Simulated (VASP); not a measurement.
# AlNi3 (Fm-3m) in VASP: a series of runs, part 2 of 2

VASP 6.6.1.

## (3) Single point, LDA, collinear spin, ferromagnetic start

This run uses another cell than the first one, of 10.78 Å³/atom, 1.021 times its volume.

INCAR

```
SYSTEM = AlNi3
  ALGO = Fast
  EDIFF = 1E-6
  ENCUT = 520
  ISIF = 2
  ISMEAR = -1
  ISPIN = 2
  LASPH = .True.
  LCHARG = .False.
  LMAXMIX = 4
  LORBIT = 11
  LREAL = .False.
  LWAVE = .False.
  MAGMOM = 1 1 1 0
  NBANDS = 28
  NELM = 150
  PREC = Accurate
  SIGMA = 0.05
```

KPOINTS

```
k-points
0
Gamma
  8 8 8
  0 0 0
```

POSCAR

```
AlNi3
1.0
    0.0000000000      2.7830835660      2.7830835660
    2.7830835660      0.0000000000      2.7830835660
    2.7830835660      2.7830835660      0.0000000000
Ni Al
3 1
Direct
    0.7500000000      0.7500000000      0.7500000000
    0.0000000000      0.0000000000      0.0000000000
    0.2500000000      0.2500000000      0.2500000000
    0.5000000000      0.5000000000      0.5000000000
```

Potentials or basis: VASP PAW LDA potentials, release 64 (Ni, Al).

Command:

```
$ cat potpaw_LDA.64/Ni/POTCAR potpaw_LDA.64/Al/POTCAR > POTCAR
$ mpirun -np 1 vasp_std > vasp.out
```

OUTCAR:

```text
SYSTEM = AlNi3
   EDIFF = 1E-6
   ENCUT = 520
   ISIF = 2
   ISMEAR = -1
   ISPIN = 2
   LASPH = .True.
   LORBIT = 11
   LREAL = .False.
   NELM = 150
   PREC = Accurate

 ion  position               nearest neighbor table
   1  0.750  0.750  0.750-   4 2.41   4 2.41   4 2.41   2 2.41   4 2.41   2 2.41   2 2.41   2 2.41
                             3 2.78   3 2.78   3 2.78   3 2.78   3 2.78   3 2.78
   2  0.000  0.000  0.000-   1 2.41   1 2.41   1 2.41   1 2.41   3 2.41   3 2.41   3 2.41   3 2.41
                             4 2.78   4 2.78   4 2.78   4 2.78   4 2.78   4 2.78
   3  0.250  0.250  0.250-   2 2.41   2 2.41   2 2.41   2 2.41   4 2.41   4 2.41   4 2.41   4 2.41
                             1 2.78   1 2.78   1 2.78   1 2.78   1 2.78   1 2.78
   4  0.500  0.500  0.500-   3 2.41   3 2.41   3 2.41   1 2.41   3 2.41   1 2.41   1 2.41   1 2.41
                             2 2.78   2 2.78   2 2.78   2 2.78   2 2.78   2 2.78

  LATTYP: Found a face centered cubic cell.
 ALAT       =     5.5661671320

  Lattice vectors:

 A1 = (   0.0000000000,   2.7830835660,   2.7830835660)
 A2 = (   2.7830835660,   0.0000000000,   2.7830835660)
 A3 = (   2.7830835660,   2.7830835660,   0.0000000000)

Analysis of symmetry for initial positions (statically):
=====================================================================
 Subroutine PRICEL returns:
 Original cell was already a primitive cell.

 Routine SETGRP: Setting up the symmetry group for a
 face centered cubic supercell.

 Subroutine GETGRP returns: Found 48 space group operations
 (whereof 48 operations were pure point group operations)
 out of a pool of 48 trial point group operations.

The static configuration has the point symmetry O_h .

Analysis of symmetry for dynamics (positions and initial velocities):
=====================================================================
 Subroutine PRICEL returns:
 Original cell was already a primitive cell.

 Routine SETGRP: Setting up the symmetry group for a
[... 174 lines left out ...]

 E-fermi :   9.9447     XC(G=0): -13.2288

 val. band max:        9.9427698931   @ k =  -0.3750   0.5000   0.1250
 cond. band min:       9.9466760524   @ k =  -0.2500   0.5000   0.2500
 fundamental gap:      0.0039061593
 Fermi energy:         9.9447113791

 spin component 1

 k-point     1 :       0.0000    0.0000    0.0000
  band No.  band energies     occupation
      1      -0.3372      1.00000
      2       6.2398      1.00000
      3       6.2398      1.00000
      4       6.3823      1.00000
      5       6.3823      1.00000
      6       6.3823      1.00000
[... 733 lines left out ...]
     27      25.2833      0.00000
     28      28.1307      0.00000

 [... further k-points ...]

 spin component 2

 k-point     1 :       0.0000    0.0000    0.0000
  band No.  band energies     occupation
      1      -0.3372      1.00000
      2       6.2399      1.00000
      3       6.2399      1.00000
      4       6.3823      1.00000
      5       6.3823      1.00000
      6       6.3823      1.00000
[... 733 lines left out ...]
     27      25.2833      0.00000
     28      28.0730      0.00000

 [... further k-points ...]

------------------------ aborting loop because EDIFF is reached ----------------------------------------

  FORCE on cell =-STRESS in cart. coord.  units (eV):
  Direction    XX          YY          ZZ          XY          YZ          ZX
  --------------------------------------------------------------------------------------
  -------------------------------------------------------------------------------------
  Total       -0.8716053     -0.8716053     -0.8716053     -0.0000000     -0.0000000     -0.0000000
  in kB      -32.3908016    -32.3908016    -32.3908016     -0.0000000     -0.0000000     -0.0000000
  external PRESSURE =     -32.3908016 kB  Pullay stress =       0.0000000 kB

 VOLUME and BASIS-vectors are now :
 -----------------------------------------------------------------------------
  energy-cutoff  :      520.00
  volume of cell :       43.11
      direct lattice vectors                 reciprocal lattice vectors
     0.000000000  2.783083566  2.783083566    -0.179656840  0.179656840  0.179656840
     2.783083566  0.000000000  2.783083566     0.179656840 -0.179656840  0.179656840
     2.783083566  2.783083566  0.000000000     0.179656840  0.179656840 -0.179656840

 POSITION                                       TOTAL-FORCE (eV/Angst)
 -----------------------------------------------------------------------------------
      4.17463      4.17463      4.17463         0.000000     -0.000000     -0.000000
      0.00000      0.00000      0.00000        -0.000000      0.000000     -0.000000
      1.39154      1.39154      1.39154        -0.000000      0.000000      0.000000
      2.78308      2.78308      2.78308        -0.000000      0.000000     -0.000000
 -----------------------------------------------------------------------------------
    total drift:                                0.000000     -0.000000      0.000000

  FREE ENERGIE OF THE ION-ELECTRON SYSTEM (eV)
  ---------------------------------------------------
  free  energy   TOTEN  =       -25.6245069004 eV

  energy  without entropy=      -25.6063369789  energy(sigma->0) =      -25.61542194

 total charge

# of ion       s       p       d       tot
------------------------------------------
    1        0.496   0.545   8.472   9.513
    2        0.502   0.525   8.433   9.461
    3        0.496   0.545   8.472   9.513
    4        0.412   0.428   0.000   0.840
--------------------------------------------------
tot          1.907   2.043  25.377  29.328

 magnetization (x)

# of ion       s       p       d       tot
------------------------------------------
    1       -0.000  -0.000   0.000   0.000
    2        0.000  -0.000   0.000   0.000
    3       -0.000  -0.000   0.000   0.000
    4        0.000  -0.000   0.000  -0.000
--------------------------------------------------
tot         -0.000  -0.000   0.000   0.000
```

Wall time 42 s (1 thread of Intel Xeon 6975P-C (Granite Rapids), shared host); peak memory 0.18 GiB.

What came out:

* Free energy: -25.6245 eV
* Pressure: -3.2 GPa
* Net moment: 0.00 μB per cell
* Valence electrons inside the program's atomic spheres: Ni 9.51, 9.46; Al 0.84

## (4) Single point, LDA, collinear spin, ferromagnetic start

This run uses another cell than the first one, of 11.00 Å³/atom, 1.042 times its volume.

INCAR

```
PREC = Accurate
ENCUT = 520
EDIFF = 1E-6
ISMEAR = -1
SIGMA = 0.05
LREAL = F
LASPH = T
NELM = 150
ALGO = Normal
ISIF = 2
LWAVE = F
LCHARG = F
ISPIN = 2
MAGMOM = 1 1 1 0
LORBIT = 11
LMAXMIX = 4
GGA = CA
NBANDS = 28
```

KPOINTS

```
regular mesh
0
Gamma
  8 8 8
```

POSCAR

```
AlNi3
1.0
    0.0000000000      2.8018887551      2.8018887551
    2.8018887551      0.0000000000      2.8018887551
    2.8018887551      2.8018887551      0.0000000000
Ni Al
3 1
Direct
    0.7500000000      0.7500000000      0.7500000000
    0.0000000000      0.0000000000      0.0000000000
    0.2500000000      0.2500000000      0.2500000000
    0.5000000000      0.5000000000      0.5000000000
```

Command:

```
$ cat potpaw_LDA.64/Ni/POTCAR potpaw_LDA.64/Al/POTCAR > POTCAR
$ mpirun -np 1 vasp_std > vasp.out
```

Wall time 41 s (1 thread of Intel Xeon 6975P-C (Granite Rapids), shared host); peak memory 0.19 GiB.

The run converged. Its results:

* Free energy: -25.5959 eV
* Pressure: -7.1 GPa
* Net moment: 0.00 μB per cell
* Valence electrons inside the program's atomic spheres: Ni 9.48, 9.42; Al 0.83

Levels at points of the mesh, in eV from the Fermi level:
Spin up:
```
           k point  band 12  band 13  band 14  band 15  band 16  band 17  band 18  band 19  band 20  band 21
(0.00, 0.00, 0.00)    -0.90    -0.56    -0.56    -0.50    -0.50     5.50     5.50     5.50     5.95     5.95
(0.50, 0.00, 0.00)    -1.72    -0.64    -0.64    -0.47    -0.47    -0.14     4.39     4.39     4.84     4.84
(0.50, 0.50, 0.00)    -1.13    -1.05    -0.75    -0.59    -0.35    -0.35    -0.35    -0.03     4.28     4.70
```
Spin down:
```tsv
k point	band 12	band 13	band 14	band 15	band 16	band 17	band 18	band 19	band 20	band 21
(0.00, 0.00, 0.00)	-0.90	-0.56	-0.56	-0.50	-0.50	5.50	5.50	5.50	5.95	5.95
(0.50, 0.00, 0.00)	-1.72	-0.64	-0.64	-0.47	-0.47	-0.14	4.39	4.39	4.84	4.84
(0.50, 0.50, 0.00)	-1.13	-1.05	-0.75	-0.59	-0.35	-0.35	-0.35	-0.03	4.28	4.70
```

## (5) The runs side by side

| cell | gap on the mesh (eV) | pressure (GPa) | moment (μB) |
| --- | --- | --- | --- |
| a = 3.909 Å, angles 60.0°, 4 atoms | none | 1.2 | 0.00 |
| a = 3.936 Å, angles 60.0°, 4 atoms | none | -3.2 | 0.00 |
| a = 3.962 Å, angles 60.0°, 4 atoms | none | -7.1 | 0.00 |

Alike in all rows: task single point; level LDA; potentials or basis VASP PAW LDA potentials, release 64 (Ni, Al); spin collinear, ferromagnetic start; k mesh 8 × 8 × 8; cutoff (eV) 520; smearing fermi-dirac 0.05 eV.

Total energies depend on the potentials used, so only differences within one code and one set of settings carry meaning.
